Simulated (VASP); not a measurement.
# Au (Im-3m) in VASP: single point with LDA

Aim: the single point of Au with LDA.

All numbers are computed with VASP 6.6.1; they aren't measurements. Logs are shortened: lines on timing, memory, paths and dates and some standing lists are left out, and cuts for length are marked.

**1. The cell of the first run**

The structure is cubic, space group Im-3m (No. 229). The conventional cell has a = 3.207 Å, b = 3.207 Å, c = 3.207 Å, α = 90.00°, β = 90.00°, γ = 90.00°. Within 3.7 Å of Au (site symmetry m-3m) lie 14 Au at 2.78 to 3.21 Å.

**2. Single point, LDA, non-collinear spin, zero start, spin-orbit coupling**

The input, INCAR:

```
PREC     = Accurate       # precision mode
ENCUT    = 520            # plane-wave cutoff, eV
EDIFF    = 1E-6           # SCF threshold, eV
ISMEAR   = -1             # smearing method
SIGMA    = 0.05           # smearing width, eV
LREAL    = F              # projectors in reciprocal space
LASPH    = T              # aspherical terms in the spheres
NELM     = 150            # most SCF steps
ALGO     = Normal         # electronic algorithm
ISIF     = 2              # what is computed and relaxed
LWAVE    = F              # write WAVECAR
LCHARG   = F              # write CHGCAR
LNONCOLLINEAR= T              # non-collinear magnetism
MAGMOM   = 0 0 0          # initial moments
LORBIT   = 11             # projections on sites
LSORBIT  = T              # spin-orbit coupling
GGA_COMPAT= F            
LORBMOM  = T            
LMAXMIX  = 4              # l up to which the mixer works
NBANDS   = 22             # bands
```

The input, KPOINTS:

```
Automatic mesh
0
Gamma
  18 18 18
```

The input, POSCAR:

```
Au
1.0
   -1.6034351987      1.6034351987      1.6034351987
    1.6034351987     -1.6034351987      1.6034351987
    1.6034351987      1.6034351987     -1.6034351987
Au
1
Direct
    0.0000000000      0.0000000000      0.0000000000
```

Potentials or basis: VASP PAW LDA potentials, release 64 (Au).

The run is started by

```
> cat potpaw_LDA.64/Au/POTCAR > POTCAR
> mpirun -np 1 vasp_ncl > vasp.out
```

OUTCAR:

```text
PREC = Accurate
   ENCUT = 520
   EDIFF = 1E-6
   ISMEAR = -1
   LREAL = F
   LASPH = T
   NELM = 150
   ISIF = 2
   LNONCOLLINEAR = T
   LORBIT = 11
   LSORBIT = T

 ion  position               nearest neighbor table
   1  0.000  0.000  0.000-

  LATTYP: Found a body centered cubic cell.
 ALAT       =     3.2068703974

  Lattice vectors:

 A1 = (  -1.6034351987,   1.6034351987,   1.6034351987)
 A2 = (   1.6034351987,  -1.6034351987,   1.6034351987)
 A3 = (   1.6034351987,   1.6034351987,  -1.6034351987)

Analysis of symmetry for initial positions (statically):
=====================================================================
 Subroutine PRICEL returns:
 Original cell was already a primitive cell.

 Routine SETGRP: Setting up the symmetry group for a
 body centered cubic supercell.

 Subroutine GETGRP returns: Found 48 space group operations
 (whereof 48 operations were pure point group operations)
 out of a pool of 48 trial point group operations.

The static configuration has the point symmetry O_h .

Analysis of symmetry for dynamics (positions and initial velocities):
=====================================================================
 Subroutine PRICEL returns:
 Original cell was already a primitive cell.

 Routine SETGRP: Setting up the symmetry group for a
 body centered cubic supercell.

 Subroutine GETGRP returns: Found 48 space group operations
 (whereof 48 operations were pure point group operations)
 out of a pool of 48 trial point group operations.

The dynamic configuration has the point symmetry O_h .

Analysis of structural, dynamic, and magnetic symmetry:
=====================================================================
 Subroutine PRICEL returns:
 Original cell was already a primitive cell.

 Routine SETGRP: Setting up the symmetry group for a
 body centered cubic supercell.

 Subroutine GETGRP returns: Found 48 space group operations
 (whereof 48 operations were pure point group operations)
 out of a pool of 48 trial point group operations.

The overall configuration has the point symmetry O_h .

 Subroutine INISYM returns: Found 48 space group operations
 (whereof 48 operations are pure point group operations),
 and found     1 'primitive' translations

----------------------------------------------------------------------------------------

                                     Primitive cell

  volume of cell :      16.4898

  direct lattice vectors                    reciprocal lattice vectors
    -1.603435199  1.603435199  1.603435199     0.000000000  0.311830500  0.311830500
     1.603435199 -1.603435199  1.603435199     0.311830500  0.000000000  0.311830500
     1.603435199  1.603435199 -1.603435199     0.311830500  0.311830500  0.000000000

  length of vectors
     2.777231231  2.777231231  2.777231231     0.440994923  0.440994923  0.440994923

  position of ions in fractional coordinates (direct lattice)
     0.000000000  0.000000000  0.000000000

  ion indices of the primitive-cell ions
   primitive index   ion index
                 1           1

----------------------------------------------------------------------------------------

 KPOINTS: Automatic mesh

Automatic generation of k-mesh.
 Grid dimensions read from file:
 generate k-points for:   18   18   18

 Generating k-lattice:

  Cartesian coordinates                     Fractional coordinates (reciprocal lattice)
     0.000000000  0.017323917  0.017323917     0.055555556  0.000000000  0.000000000
     0.017323917  0.000000000  0.017323917     0.000000000  0.055555556  0.000000000
     0.017323917  0.017323917  0.000000000     0.000000000  0.000000000  0.055555556

  Length of vectors
     0.024499718  0.024499718  0.024499718

  Shift w.r.t. Gamma in fractional coordinates (k-lattice)
     0.000000000  0.000000000  0.000000000

 Subroutine IBZKPT returns following result:
 ===========================================

 Found    195 irreducible k-points:
[... 39 lines left out ...]
   ICHARG =      2    charge: 1-file 2-atom 10-const
   ISPIN  =      1    spin polarized calculation?
   LNONCOLLINEAR =      T non collinear calculations
   LSORBIT =      T    spin-orbit coupling
   LASPH  =      T    aspherical Exc in radial PAW
   ENCUT  =  520.0 eV  38.22 Ry    6.18 a.u.   5.16  5.16  5.16*2*pi/ulx,y,z
   NELM   =    150;   NELMIN=  2; NELMDL= -5     # of ELM steps
   EDIFF  = 0.1E-05   stopping-criterion for ELM
   LREAL  =      F    real-space projection
   EDIFFG = 0.1E-04   stopping-criterion for IOM
   NSW    =      0    number of steps for IOM
   IBRION =     -1    ionic relax: 0-MD 1-quasi-New 2-CG
   NFREE  =      0    steps in history (QN), initial steepest desc. (CG)
   ISIF   =      2    stress and relaxation
   ISYM   =      2    0-nonsym 1-usesym 2-fastsym
   POTIM  = 0.5000    time-step for ionic-motion
   TEBEG  =    0.0;   TEEND  =   0.0 temperature during run
   PSTRESS=    0.0 pullay stress
   NELECT =      11.0000    total number of electrons
   NUPDOWN=      -1.0000    fix difference up-down
   EMIN   =  10.00;   EMAX   =-10.00  energy-range for DOS
   EFERMI =   0.00;   METHOD = LEGACY
   ISMEAR =    -1;   SIGMA  =   0.05  broadening in eV -4-tet -1-fermi 0-gaus
   EFERMI_NEDOS =   21; number of points for ismear=-14 and -15
   IALGO  =     38    algorithm
   IMIX   =      4    mixing-type and parameters
     AMIX     =   0.40;   BMIX     =  1.00
     AMIX_MAG =   1.60;   BMIX_MAG =  1.00
  volume/ion in A,a.u.               =      16.49       111.28
  Fermi-wavevector in a.u.,A,eV,Ry     =   1.430433  2.703127 27.839422  2.046140
  Thomas-Fermi vector in A             =   2.550279
   LORBIT       =     11    0 simple, 1 ext, 2 COOP (PROOUT), +10 PAW based schemes
   GGA     = CA    functional components
   LHFCALC =     F    Hartree Fock is set to
   AEXX    =    0.0000 exact exchange contribution
   IVDW    =     0    specifies the selected vdW correction
   LEPSILON=     F    determine dielectric tensor
   LRPA    =     F    only Hartree local field effects (RPA)
  energy-cutoff  :      520.00
  volume of cell :       16.49
 maximum number of plane-waves:       932
 NGX is ok and might be reduce to    24
   NGX = 11   NGY = 11   NGZ = 11

 number of electron      11.0000000 magnetization       0.0000000     -0.0000000     -0.0000000

 number of electron      11.0000000 magnetization       0.0000000      0.0000000      0.0000000

 number of electron      11.0000000 magnetization      -0.0000000     -0.0000000     -0.0000000

 Free energy of the ion-electron system (eV)
  ---------------------------------------------------
  ext. energy  EPLUGINS =         0.00000000
  ---------------------------------------------------
  free energy    TOTEN  =        -4.72626590 eV

  energy without entropy =       -4.72497009  energy(sigma->0) =       -4.72561799

 E-fermi :   9.9082     XC(G=0): -13.1835

 val. band max:        9.8488269554   @ k =   0.3889   0.0556   0.0556
 cond. band min:       9.9697877835   @ k =  -0.3333   0.3333   0.3333
 fundamental gap:      0.1209608280
 Fermi energy:         9.9081838733

 k-point     1 :       0.0000    0.0000    0.0000
  band No.  band energies     occupation
      1      -0.4024      1.00000
      2      -0.4024      1.00000
      3       4.1920      1.00000
      4       4.1920      1.00000
      5       4.1920      1.00000
      6       4.1920      1.00000
[... 589 lines left out ...]
     21      32.8974      0.00000
     22      32.8974      0.00000

 [... further k-points ...]
[... 5 lines left out ...]
  --------------------------------------------------------------------------------------
  -------------------------------------------------------------------------------------
  Total        0.0790191      0.0790191      0.0790191      0.0000000     -0.0000000      0.0000000
  in kB        7.6776495      7.6776495      7.6776495      0.0000000     -0.0000000      0.0000000
  external PRESSURE =       7.6776495 kB  Pullay stress =       0.0000000 kB

 VOLUME and BASIS-vectors are now :
 -----------------------------------------------------------------------------
  energy-cutoff  :      520.00
  volume of cell :       16.49
      direct lattice vectors                 reciprocal lattice vectors
    -1.603435199  1.603435199  1.603435199     0.000000000  0.311830500  0.311830500
     1.603435199 -1.603435199  1.603435199     0.311830500  0.000000000  0.311830500
     1.603435199  1.603435199 -1.603435199     0.311830500  0.311830500  0.000000000

 POSITION                                       TOTAL-FORCE (eV/Angst)
 -----------------------------------------------------------------------------------
      0.00000      0.00000      0.00000         0.000000      0.000000     -0.000000
 -----------------------------------------------------------------------------------
    total drift:                               -0.000000      0.000000     -0.000000

  FREE ENERGIE OF THE ION-ELECTRON SYSTEM (eV)
  ---------------------------------------------------
  free  energy   TOTEN  =        -4.7262659016 eV

  energy  without entropy=       -4.7249700854  energy(sigma->0) =       -4.72561799

 orbital moment (x)

 # of ion     p       d       tot
 ----------------------------------------
  1        -0.000   0.000   0.000
 ----------------------------------------
           -0.000   0.000   0.000

 orbital moment (y)

 # of ion     p       d       tot
 ----------------------------------------
  1         0.000  -0.000  -0.000
 ----------------------------------------
            0.000  -0.000  -0.000

 orbital moment (z)

 # of ion     p       d       tot
 ----------------------------------------
  1         0.000   0.000   0.000
 ----------------------------------------
            0.000   0.000   0.000

 Spin-Orbit-Coupling matrix elements

 Ion:    1  E_soc:     -0.6057170
 l=   1
     0.0000000    -0.0289216    -0.0289216
    -0.0289216     0.0000000    -0.0289216
    -0.0289216    -0.0289216     0.0000000
 l=   2
     0.0000000    -0.0147286     0.0000000    -0.0147286    -0.0573027
    -0.0147286     0.0000000    -0.0429770    -0.0147286    -0.0143257
     0.0000000    -0.0429770     0.0000000    -0.0429770     0.0000000
    -0.0147286    -0.0147286    -0.0429770     0.0000000    -0.0143257
    -0.0573027    -0.0143257     0.0000000    -0.0143257     0.0000000
 l=   3
     0.0000000     0.0000000     0.0000000     0.0000000     0.0000000     0.0000000     0.0000000
     0.0000000     0.0000000     0.0000000     0.0000000     0.0000000     0.0000000     0.0000000
     0.0000000     0.0000000     0.0000000     0.0000000     0.0000000     0.0000000     0.0000000
     0.0000000     0.0000000     0.0000000     0.0000000     0.0000000     0.0000000     0.0000000
     0.0000000     0.0000000     0.0000000     0.0000000     0.0000000     0.0000000     0.0000000
     0.0000000     0.0000000     0.0000000     0.0000000     0.0000000     0.0000000     0.0000000
     0.0000000     0.0000000     0.0000000     0.0000000     0.0000000     0.0000000     0.0000000

 total charge

# of ion       s       p       d       tot
------------------------------------------
    1        0.565   0.403   8.736   9.704

 magnetization (x)

# of ion       s       p       d       tot
------------------------------------------
    1        0.000   0.000   0.000   0.000

 magnetization (y)

# of ion       s       p       d       tot
------------------------------------------
    1        0.000   0.000   0.000   0.000

 magnetization (z)

# of ion       s       p       d       tot
------------------------------------------
    1        0.000  -0.000   0.000   0.000
```

It took 46 s on 1 thread of Intel Xeon 6975P-C (Granite Rapids), shared host; peak memory 0.24 GiB.

What came out:

```yaml
Free_energy: -4.7263 eV
Pressure: 0.8 GPa
Net_moment: 0.00 μB per cell
Valence_electrons_inside_the_program's_atomic_spheres: Au 9.70
```

Moments on the atoms (μB; x, y, z):
```
Au  0.00 0.00 0.00
```
